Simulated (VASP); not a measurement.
The system is SrO.

```
CELL_PARAMETERS angstrom
0.00000 2.59727 2.59727
2.59727 0.00000 2.59727
2.59727 2.59727 0.00000
ATOMIC_POSITIONS crystal
Sr 0.00000 0.00000 0.00000
O 0.50000 0.50000 0.50000
```

```yaml
Program: VASP 6.6.1
Task: relaxation of cell and atoms
Functional: LDA
Potentials_or_basis: VASP PAW LDA potentials, release 64 (Sr_sv, O)
Cutoff: 600 eV
k_mesh: 8 × 8 × 8
Occupations: fermi-dirac, width 0.02 eV
Spin: no spin polarisation
```

At the start: pressure -6.2 GPa; volume 17.52 Å³/atom.

**Question.** How do energy, volume and symmetry change on relaxing?

**Answer.** Over 3 steps the energy falls by 24.3 meV/atom and the volume is 16.34 Å³/atom (-6.7 %); space group Fm-3m (No. 225, to 0.05 Å).

Step by step:
| step | energy change (eV) | largest force (eV/Å) | pressure (GPa) | volume (Å³) |
| --- | --- | --- | --- | --- |
| 1 | 0.0000 | 0.0000 | -6.19 | 35.04 |
| 2 | -0.0388 | 0.0000 | 3.35 | 31.72 |
| 3 | -0.0486 | 0.0000 | 0.00 | 32.68 |

Final structure:
```
CELL_PARAMETERS angstrom
0.00000 2.53767 2.53767
2.53767 0.00000 2.53767
2.53767 2.53767 0.00000
ATOMIC_POSITIONS crystal
Sr 0.00000 0.00000 0.00000
O 0.50000 0.50000 0.50000
```
